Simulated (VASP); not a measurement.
A run of VASP 6.6.1 is set up as follows.

The input INCAR:

```
SYSTEM = CdS
AGGAC = 1.0
AGGAX = 1.0
ALDAC = 0.0
ALDAX = 1.0
ALGO = Normal
EDIFF = 1E-7
ENCUT = 520
GGA = B5
ISIF = 2
ISMEAR = -1
IVDW = 13
LASPH = .True.
LCHARG = .True.
LELF = .True.
LREAL = .False.
LVHAR = .True.
LWAVE = .False.
NBANDS = 16
NELM = 100
PREC = Accurate
SIGMA = 0.05
VDW_A1 = 0.44488865
VDW_A2 = 4.0933009
VDW_S6 = 1.0
VDW_S8 = 2.34076671
```

File KPOINTS:

```
k-points
0
Gamma
  7 7 5
  0 0 0
```

The input POSCAR:

```
CdS
1.0
    3.7571953955      0.0000000000      0.0000000000
   -1.8785976978      3.2538266595      0.0000000000
    0.0000000000      0.0000000000      3.4565941379
Cd S
1 1
Direct
    0.0000000000      0.0000000000      0.6875210294
    0.6666666667      0.3333333333      0.1894789706
```

Potentials or basis: VASP PAW PBE potentials, release 64 (Cd, S).

Launch:

```console
$ cat potpaw_PBE.64/Cd/POTCAR potpaw_PBE.64/S/POTCAR > POTCAR
$ mpirun -np 1 vasp_std > vasp.out
```

What does it give for the pressure?

0.5 GPa.

What does it give for the dispersion energy per atom?

-0.707 eV.

Forces on the atoms (eV/Å):
```
Cd   0.000  0.000  0.007
S    0.000  0.000 -0.007
```

Caveat: the k points lie up to 0.36 Å⁻¹ apart; the PAW data sets were made with another functional, which shifts forces and pressure a little; pairwise dispersion overbinds metals, which lowers pressure and volume.
